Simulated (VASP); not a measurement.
Write the native input for VASP 6.6.1 that does the following.

```yaml
Task: single point
Functional: r2SCAN
Dispersion: D3(BJ)
Potentials_or_basis: VASP PAW PBE potentials, release 64 (As, Ga_d)
Cutoff: 520 eV
k_mesh: 8 × 8 × 8
Occupations: fermi-dirac, width 0.05 eV
Spin: no spin polarisation
Dipole_correction: no
Further_INCAR_settings: ALGO = Normal; EDIFF = 1e-06; NBANDS = 16
```

GaAs:

```xyz
2
Lattice="0.0000 2.8640 2.8640 2.8640 0.0000 2.8640 2.8640 2.8640 0.0000" Properties=species:S:1:pos:R:3 pbc="T T T"
As    4.2961    4.2961    4.2961
Ga    0.0000    0.0000    0.0000
```

One way to write it, as run:

POSCAR

```
GaAs
1.0
    0.0000000000      2.8640496607      2.8640496607
    2.8640496607      0.0000000000      2.8640496607
    2.8640496607      2.8640496607      0.0000000000
As Ga
1 1
Direct
    0.7500000000      0.7500000000      0.7500000000
    0.0000000000      0.0000000000      0.0000000000
```

INCAR.step1

```
  PREC = Accurate
  ENCUT = 520
  ISMEAR = -1
  SIGMA = 0.05
  LREAL = F
  LASPH = T
  NELM = 60
  NBANDS = 16
  GGA = PE
  ALGO = Normal
  EDIFF = 1E-4
  LWAVE = T
  LCHARG = F
```

INCAR.step2

```
  PREC = Accurate
  ENCUT = 520
  EDIFF = 1E-6
  ISMEAR = -1
  SIGMA = 0.05
  LREAL = F
  LASPH = T
  NELM = 60
  ALGO = Normal
  ISIF = 2
  LWAVE = F
  LCHARG = F
  METAGGA = R2SCAN
  LMIXTAU = T
  IVDW = 12
  VDW_S6 = 1.0
  VDW_S8 = 0.78981345
  VDW_A1 = 0.49484001
  VDW_A2 = 5.73083694
  NBANDS = 16
  ISTART = 1
```

KPOINTS

```
regular mesh
0
Gamma
  8 8 8
```

Potentials or basis: VASP PAW PBE potentials, release 64 (As, Ga_d).

Run with:

```sh
$ cat potpaw_PBE.64/As/POTCAR potpaw_PBE.64/Ga_d/POTCAR > POTCAR
$ cp INCAR.step1 INCAR
$ mpirun -np 1 vasp_std > vasp.out
$ cp INCAR.step2 INCAR
$ mpirun -np 1 vasp_std > vasp.out
```

It gave:

The pressure is -3.1 GPa and the band gap on the k mesh is 0.68 eV, direct. The dispersion energy per atom is -0.146 eV.

Caveat: the PAW data sets were made with another functional, which shifts forces and pressure a little.

Wall time 51 s on 1 thread of AMD EPYC 9R45 96-Core Processor (Zen 5) (shared host), peak memory 0.16 GiB.
